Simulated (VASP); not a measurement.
Gd: single point with PBE

Gd:

```
CELL_PARAMETERS angstrom
3.64833 0.00000 0.00000
-1.82416 3.15954 0.00000
0.00000 0.00000 5.83273
ATOMIC_POSITIONS crystal
Gd 0.33333 0.66667 0.25000
Gd 0.66667 0.33333 0.75000
```

```json
{
  "Program": "VASP 6.6.1",
  "Task": "single point",
  "Functional": "PBE",
  "Potentials or basis": "VASP PAW PBE potentials, release 64 (Gd)",
  "Cutoff": "520 eV",
  "k mesh": "6 × 6 × 4",
  "Occupations": "fermi-dirac, width 0.05 eV",
  "Spin": "collinear spin, ferromagnetic start",
  "Starting moments": "[7.372, 7.372] μB"
}
```

```yaml
Pressure: -0.3 GPa
Net_moment: 15.40 μB per cell
Site_moments: Gd +7.01 μB
Valence_electrons_inside_the_program's_atomic_spheres: Gd 15.19
```

Levels at points of the mesh, in eV from the Fermi level:
Spin up:
```tsv
k point	band 24	band 25	band 26	band 27	band 28	band 29
(0.00, 0.00, 0.00)	-2.50	0.94	1.32	1.32	1.43	1.92
(0.50, 0.00, 0.00)	-1.72	-1.28	-0.14	1.03	1.08	1.71
(0.00, 0.00, 0.50)	-3.61	0.44	0.44	1.24	1.24	1.24
(0.50, 0.00, 0.50)	-2.15	-0.49	-0.49	1.40	1.40	2.54
```
Spin down:
```
           k point  band 7  band 8  band 9  band 10  band 11  band 12  band 13  band 14
(0.00, 0.00, 0.00)  -19.96  -19.96   -4.11    -1.36     0.34     0.36     0.41     0.47
(0.50, 0.00, 0.00)  -20.16  -20.05   -1.01    -0.83    -0.54     0.36     0.42     0.48
(0.00, 0.00, 0.50)  -20.02  -20.02   -2.59    -2.59     0.26     0.26     0.44     0.44
(0.50, 0.00, 0.50)  -20.15  -20.15   -1.28    -1.28     0.24     0.24     0.45     0.45
```

Wall time 3.7 min on 1 thread of AMD EPYC 9R45 96-Core Processor (Zen 5), with other jobs on the host, peak memory 0.23 GiB.

Caveat: spin-orbit coupling is left out, which moves the levels of the heavy elements; semilocal functionals describe open f shells poorly, which spoils levels, moments and volumes. The state reached can hang on the start; a lower one may exist.
